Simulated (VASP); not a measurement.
HfO2: electric field gradients with PBE

Crystal: HfO2.

```
Hf O
1.0
     0.00000    2.48077    2.55750
     2.48077    0.00000    2.55750
     2.48077    2.48077    0.00000
Hf O
1 2
Direct
  0.00000 0.00000 0.00000
  0.25000 0.25000 0.25000
  0.75000 0.75000 0.75000
```

This cell differs from its parent crystal: equal xx and yy strain of -3 %.

```
Program                : VASP 6.6.1
Task                   : electric field gradients
Functional             : PBE
Potentials or basis    : VASP PAW PBE potentials, release 64 (Hf_pv, O)
Cutoff                 : 520 eV
k mesh                 : 9 × 9 × 9
Occupations            : fermi-dirac, width 0.01 eV
Spin                   : no spin polarisation
Dipole correction      : no
Further INCAR settings : ALGO = Normal; EDIFF = 1e-08; NBANDS = 18
```

| Item | Value |
| --- | --- |
| Pressure | 9.8 GPa |
| Band gap on the k mesh | 3.67 eV, indirect (least direct gap 3.96 eV) |

Stress tensor (GPa, compression positive):
```
14.79  0.00  0.00
 0.00 14.79  0.00
 0.00  0.00 -0.18
```

Levels at points of the mesh, in eV from the valence-band top:
```
           k point  band 8  band 9  band 10  band 11  band 12  band 13  band 14  band 15
(0.00, 0.00, 0.00)   -5.60   -0.96    -0.55    -0.55     3.67     4.06     6.09    10.74
```

Electric field gradients, principal values (V/Å²):
```tsv
atom	least	middle	greatest (by size)
1 Hf	15.459	15.461	-30.920
2 O	-5.370	-5.377	10.747
3 O	-5.370	-5.377	10.747
```

It took 30 s on 1 thread of AMD EPYC 9R45 96-Core Processor (Zen 5), with other jobs on the host, peak memory 0.15 GiB.

Caveat: the cell differs from its parent crystal (equal xx and yy strain of -3 %); without QUAD_EFG the Cq values of the log hold for a quadrupole moment of 1 mb, not for the nuclei; spin-orbit coupling is left out, which moves the levels of the heavy elements. A k mesh can miss the band edges.
